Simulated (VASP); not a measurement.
Here is a VASP 6.6.1 calculation.

INCAR

```
SYSTEM = Sn
PREC     = Accurate       ! precision mode
ENCUT    = 500            ! plane-wave cutoff, eV
EDIFF    = 1E-6           ! SCF threshold, eV
ISMEAR   = 0              ! smearing method
SIGMA    = 0.05           ! smearing width, eV
LREAL    = .False.        ! projectors in reciprocal space
LASPH    = .True.         ! aspherical terms in the spheres
NELM     = 120            ! most SCF steps
ALGO     = Normal         ! electronic algorithm
ISIF     = 2              ! what is computed and relaxed
LWAVE    = .False.        ! write WAVECAR
LCHARG   = .False.        ! write CHGCAR
GGA      = PE             ! functional
NBANDS   = 13             ! bands
GGA_COMPAT= .False.
```

KPOINTS

```
regular mesh
0
Gamma
  8 8 8
  0 0 0
```

File POSCAR:

```
Sn
1.0
    0.0000000000      2.3826879219      2.3826879219
    2.3826879219      0.0000000000      2.3826879219
    2.3826879219      2.3826879219      0.0000000000
Sn
1
Direct
    0.0000000000      0.0000000000      0.0000000000
```

Potentials or basis: VASP PAW PBE potentials, release 64 (Sn_d).

The run is started by

```bash
$ cat potpaw_PBE.64/Sn_d/POTCAR > POTCAR
$ mpirun -np 1 vasp_std > vasp.out
```

(1) Estimate the pressure.

(2) Predict the band gap on the k mesh.

Answers

(1) 1.9 GPa.

(2) zero (band 7 reaches 15.94 eV, above the bottom of band 8 at 6.43 eV).

Caveat: spin-orbit coupling is left out, which moves the levels of the heavy elements.
